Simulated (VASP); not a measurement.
# GaSb (F-43m) in VASP: single point with r2SCAN

Aim: the single point of GaSb with r2SCAN.

All numbers are computed with VASP 6.6.1; they aren't measurements. Logs are shortened: lines on timing, memory, paths and dates and some standing lists are left out, and cuts for length are marked.

## 1. The cell of the first run

The structure is cubic, space group F-43m (No. 216). Conventional cell: a = 6.132 Å, b = 6.132 Å, c = 6.132 Å, α = 90.00°, β = 90.00°, γ = 90.00°. Ga (site symmetry -43m) has 4 Sb at 2.66 Å within 3.5 Å. Within 3.5 Å of Sb (site symmetry -43m) lie 4 Ga at 2.66 Å.

## 2. Single point, r2SCAN

POSCAR reads:

```
GaSb
1.0
    0.0000000000      3.0661464258      3.0661464258
    3.0661464258      0.0000000000      3.0661464258
    3.0661464258      3.0661464258      0.0000000000
Ga Sb
1 1
Direct
    0.0000000000      0.0000000000      0.0000000000
    0.2500000000      0.2500000000      0.2500000000
```

INCAR.step1 reads:

```
SYSTEM = GaSb
  PREC = Accurate
  ENCUT = 520
  ISMEAR = 0
  SIGMA = 0.02
  LREAL = .FALSE.
  LASPH = .TRUE.
  NELM = 100
  NBANDS = 16
  GGA = PE
  ALGO = Normal
  EDIFF = 1E-4
  LWAVE = .TRUE.
  LCHARG = .FALSE.
```

INCAR.step2 reads:

```
SYSTEM = GaSb
  PREC = Accurate
  ENCUT = 520
  EDIFF = 1E-6
  ISMEAR = 0
  SIGMA = 0.02
  LREAL = .FALSE.
  LASPH = .TRUE.
  NELM = 100
  ALGO = Normal
  ISIF = 2
  LWAVE = .FALSE.
  LCHARG = .FALSE.
  METAGGA = R2SCAN
  LMIXTAU = .TRUE.
  NBANDS = 16
  ISTART = 1
```

KPOINTS reads:

```
Automatic mesh
0
G
  10 10 10
  0 0 0
```

Potentials or basis: VASP PAW PBE potentials, release 64 (Ga_d, Sb).

On the command line:

```sh
cat potpaw_PBE.64/Ga_d/POTCAR potpaw_PBE.64/Sb/POTCAR > POTCAR
cp INCAR.step1 INCAR
mpirun -np 1 vasp_std > vasp.out
cp INCAR.step2 INCAR
mpirun -np 1 vasp_std > vasp.out
```

OUTCAR:

```text
SYSTEM = GaSb
   PREC = Accurate
   ENCUT = 520
   EDIFF = 1E-6
   ISMEAR = 0
   LREAL = .FALSE.
   LASPH = .TRUE.
   NELM = 100
   ISIF = 2
   METAGGA = R2SCAN
   ISTART = 1

 ion  position               nearest neighbor table
   1  0.000  0.000  0.000-   2 2.66   2 2.66   2 2.66   2 2.66
   2  0.250  0.250  0.250-   1 2.66   1 2.66   1 2.66   1 2.66

  LATTYP: Found a face centered cubic cell.
 ALAT       =     6.1322928516

  Lattice vectors:

 A1 = (   0.0000000000,   3.0661464258,   3.0661464258)
 A2 = (   3.0661464258,   0.0000000000,   3.0661464258)
 A3 = (   3.0661464258,   3.0661464258,   0.0000000000)

Analysis of symmetry for initial positions (statically):
=====================================================================
 Subroutine PRICEL returns:
 Original cell was already a primitive cell.

 Routine SETGRP: Setting up the symmetry group for a
 face centered cubic supercell.

 Subroutine GETGRP returns: Found 24 space group operations
 (whereof 24 operations were pure point group operations)
 out of a pool of 48 trial point group operations.

The static configuration has the point symmetry T_d .

Analysis of symmetry for dynamics (positions and initial velocities):
=====================================================================
 Subroutine PRICEL returns:
 Original cell was already a primitive cell.

 Routine SETGRP: Setting up the symmetry group for a
 face centered cubic supercell.

 Subroutine GETGRP returns: Found 24 space group operations
 (whereof 24 operations were pure point group operations)
 out of a pool of 48 trial point group operations.

The dynamic configuration has the point symmetry T_d .

 Subroutine INISYM returns: Found 24 space group operations
 (whereof 24 operations are pure point group operations),
 and found     1 'primitive' translations

----------------------------------------------------------------------------------------

                                     Primitive cell

  volume of cell :      57.6512

  direct lattice vectors                    reciprocal lattice vectors
     0.000000000  3.066146426  3.066146426    -0.163071142  0.163071142  0.163071142
     3.066146426  0.000000000  3.066146426     0.163071142 -0.163071142  0.163071142
     3.066146426  3.066146426  0.000000000     0.163071142  0.163071142 -0.163071142

  length of vectors
     4.336185860  4.336185860  4.336185860     0.282447504  0.282447504  0.282447504

  position of ions in fractional coordinates (direct lattice)
     0.000000000  0.000000000  0.000000000
     0.250000000  0.250000000  0.250000000

  ion indices of the primitive-cell ions
   primitive index   ion index
                 1           1
                 2           2

----------------------------------------------------------------------------------------

 KPOINTS: Automatic mesh

Automatic generation of k-mesh.
 Grid dimensions read from file:
 generate k-points for:   10   10   10

 Generating k-lattice:

  Cartesian coordinates                     Fractional coordinates (reciprocal lattice)
    -0.016307114  0.016307114  0.016307114     0.100000000  0.000000000  0.000000000
     0.016307114 -0.016307114  0.016307114     0.000000000  0.100000000  0.000000000
     0.016307114  0.016307114 -0.016307114     0.000000000  0.000000000  0.100000000

  Length of vectors
     0.028244750  0.028244750  0.028244750

  Shift w.r.t. Gamma in fractional coordinates (k-lattice)
     0.000000000  0.000000000  0.000000000

 Subroutine IBZKPT returns following result:
 ===========================================

 Found     47 irreducible k-points:

 Following reciprocal coordinates:
            Coordinates               Weight
  0.000000  0.000000  0.000000      1.000000
  0.100000  0.000000  0.000000      8.000000
  0.200000  0.000000  0.000000      8.000000
  0.300000  0.000000  0.000000      8.000000
  0.400000  0.000000  0.000000      8.000000
  0.500000  0.000000  0.000000      4.000000
[... 16 lines left out ...]
  0.300000  0.300000  0.000000      6.000000
  0.400000  0.300000  0.000000     24.000000
 [... further k-points ...]
   k-points           NKPTS =     47   k-points in BZ     NKDIM =     47   number of bands    NBANDS=     16
   number of dos      NEDOS =    301   number of ions     NIONS =      2
   total plane-waves  NPLWV =  32768
   dimension x,y,z NGX =    32 NGY =   32 NGZ =   32
   dimension x,y,z NGXF=    64 NGYF=   64 NGZF=   64
   ions per type =               1   1
   NGX,Y,Z   is equivalent  to a cutoff of  12.27, 12.27, 12.27 a.u.
   NGXF,Y,Z  is equivalent  to a cutoff of  24.54, 24.54, 24.54 a.u.
 SYSTEM =  GaSb
   PREC   = accura    normal or accurate (medium, high low for compatibility)
   ISTART =      1    job   : 0-new  1-cont  2-samecut
   ICHARG =      0    charge: 1-file 2-atom 10-const
   ISPIN  =      1    spin polarized calculation?
   LNONCOLLINEAR =      F non collinear calculations
   LSORBIT =      F    spin-orbit coupling
   LASPH  =      T    aspherical Exc in radial PAW
   ENCUT  =  520.0 eV  38.22 Ry    6.18 a.u.   8.06  8.06  8.06*2*pi/ulx,y,z
   NELM   =    100;   NELMIN=  2; NELMDL=  0     # of ELM steps
   EDIFF  = 0.1E-05   stopping-criterion for ELM
   LREAL  =      F    real-space projection
   EDIFFG = 0.1E-04   stopping-criterion for IOM
   NSW    =      0    number of steps for IOM
   IBRION =     -1    ionic relax: 0-MD 1-quasi-New 2-CG
   NFREE  =      0    steps in history (QN), initial steepest desc. (CG)
   ISIF   =      2    stress and relaxation
   ISYM   =      2    0-nonsym 1-usesym 2-fastsym
   POTIM  = 0.5000    time-step for ionic-motion
   TEBEG  =    0.0;   TEEND  =   0.0 temperature during run
   PSTRESS=    0.0 pullay stress
   NELECT =      18.0000    total number of electrons
   NUPDOWN=      -1.0000    fix difference up-down
   EMIN   =  10.00;   EMAX   =-10.00  energy-range for DOS
   EFERMI =   0.00;   METHOD = LEGACY
   ISMEAR =     0;   SIGMA  =   0.02  broadening in eV -4-tet -1-fermi 0-gaus
   EFERMI_NEDOS =   21; number of points for ismear=-14 and -15
   IALGO  =     38    algorithm
   IMIX   =      4    mixing-type and parameters
     AMIX     =   0.40;   BMIX     =  1.00
     AMIX_MAG =   1.60;   BMIX_MAG =  1.00
  volume/ion in A,a.u.               =      28.83       194.52
  Fermi-wavevector in a.u.,A,eV,Ry     =   1.110613  2.098754 16.782261  1.233461
  Thomas-Fermi vector in A             =   2.247167
   LORBIT       =      0    0 simple, 1 ext, 2 COOP (PROOUT), +10 PAW based schemes
   METAGGA = R2SCAN    functional components
   LHFCALC =     F    Hartree Fock is set to
   AEXX    =    0.0000 exact exchange contribution
   IVDW    =     0    specifies the selected vdW correction
   LEPSILON=     F    determine dielectric tensor
   LRPA    =     F    only Hartree local field effects (RPA)
 non-spin polarized calculation
 Gauss-broadening in eV      SIGMA  =   0.02
  energy-cutoff  :      520.00
  volume of cell :       57.65
 maximum number of plane-waves:      1588
   NGX = 17   NGY = 17   NGZ = 17

 number of electron      17.9999989 magnetization

 Free energy of the ion-electron system (eV)
  ---------------------------------------------------
  ext. energy  EPLUGINS =         0.00000000
  ---------------------------------------------------
  free energy    TOTEN  =       -37.60494130 eV

  energy without entropy =      -37.60494130  energy(sigma->0) =      -37.60494130

 E-fermi :   4.7362     XC(G=0):  -9.6894

 val. band max:        4.6123306164   @ k =   0.0000   0.0000   0.0000
 cond. band min:       5.0085646683   @ k =   0.0000   0.0000   0.0000
 fundamental gap:      0.3962340520
 Fermi energy:         4.7361685837

 k-point     1 :       0.0000    0.0000    0.0000
  band No.  band energies     occupation
      1     -10.8697      2.00000
      2     -10.8697      2.00000
      3     -10.8697      2.00000
      4     -10.8137      2.00000
      5     -10.8137      2.00000
      6      -7.2692      2.00000
[... 8 lines left out ...]
     15      13.6197      0.00000
     16      13.6197      0.00000

 k-point     2 :       0.1000    0.0000    0.0000
  band No.  band energies     occupation
      1     -10.8726      2.00000
      2     -10.8685      2.00000
      3     -10.8684      2.00000
      4     -10.8139      2.00000
      5     -10.8139      2.00000
      6      -7.1615      2.00000
[... 8 lines left out ...]
     15      13.0112      0.00000
     16      13.0112      0.00000

 k-point     3 :       0.2000    0.0000    0.0000
  band No.  band energies     occupation
      1     -10.8800      2.00000
      2     -10.8653      2.00000
      3     -10.8652      2.00000
      4     -10.8141      2.00000
      5     -10.8141      2.00000
      6      -6.8482      2.00000
[... 8 lines left out ...]
     15      12.5806      0.00000
     16      12.5806      0.00000

 k-point     4 :       0.3000    0.0000    0.0000
  band No.  band energies     occupation
      1     -10.8890      2.00000
      2     -10.8617      2.00000
      3     -10.8616      2.00000
      4     -10.8140      2.00000
      5     -10.8140      2.00000
      6      -6.3680      2.00000
[... 8 lines left out ...]
     15      12.9003      0.00000
     16      12.9003      0.00000
[... 324 lines left out ...]
 k-point    22 :      -0.2000    0.2000    0.0000
  band No.  band energies     occupation
      1     -10.8926      2.00000
      2     -10.8602      2.00000
      3     -10.8582      2.00000
      4     -10.8157      2.00000
      5     -10.8136      2.00000
      6      -6.1972      2.00000
[... 8 lines left out ...]
     15      14.0265      0.00000
     16      14.4982      0.00000

 k-point    23 :       0.3000    0.3000    0.0000
  band No.  band energies     occupation
      1     -10.9021      2.00000
      2     -10.8528      2.00000
      3     -10.8527      2.00000
      4     -10.8213      2.00000
      5     -10.8107      2.00000
      6      -6.0310      2.00000
[... 8 lines left out ...]
     15      14.8383      0.00000
     16      15.2470      0.00000

 k-point    24 :       0.4000    0.3000    0.0000
  band No.  band energies     occupation
      1     -10.9075      2.00000
      2     -10.8500      2.00000
      3     -10.8495      2.00000
      4     -10.8225      2.00000
      5     -10.8104      2.00000
      6      -5.5825      2.00000
[... 8 lines left out ...]
     15      15.4663      0.00000
     16      15.6758      0.00000

 [... further k-points ...]
[... 5 lines left out ...]
  --------------------------------------------------------------------------------------
  -------------------------------------------------------------------------------------
  Total        0.0321504      0.0321504      0.0321504      0.0000000     -0.0000000      0.0000000
  in kB        0.8934874      0.8934874      0.8934874      0.0000000     -0.0000000      0.0000000
  external PRESSURE =       0.8934874 kB  Pullay stress =       0.0000000 kB

 VOLUME and BASIS-vectors are now :
 -----------------------------------------------------------------------------
  energy-cutoff  :      520.00
  volume of cell :       57.65
      direct lattice vectors                 reciprocal lattice vectors
     0.000000000  3.066146426  3.066146426    -0.163071142  0.163071142  0.163071142
     3.066146426  0.000000000  3.066146426     0.163071142 -0.163071142  0.163071142
     3.066146426  3.066146426  0.000000000     0.163071142  0.163071142 -0.163071142

 POSITION                                       TOTAL-FORCE (eV/Angst)
 -----------------------------------------------------------------------------------
      0.00000      0.00000      0.00000        -0.000000      0.000000     -0.000000
      1.53307      1.53307      1.53307         0.000000     -0.000000      0.000000
 -----------------------------------------------------------------------------------
    total drift:                               -0.000002     -0.000002     -0.000002

  FREE ENERGIE OF THE ION-ELECTRON SYSTEM (eV)
  ---------------------------------------------------
  free  energy   TOTEN  =       -37.6049412960 eV

  energy  without entropy=      -37.6049412960  energy(sigma->0) =      -37.60494130
```

Wall time 76 s (1 thread of Intel Xeon 8259CL, shared host); peak memory 0.21 GiB.

What came out:

```
Free energy            : -37.6049 eV
Pressure               : 0.1 GPa
Band gap on the k mesh : 0.40 eV, direct
```

Caveat: the PAW data sets were made with another functional, which shifts forces and pressure a little; spin-orbit coupling is left out, which moves the levels of the heavy elements.
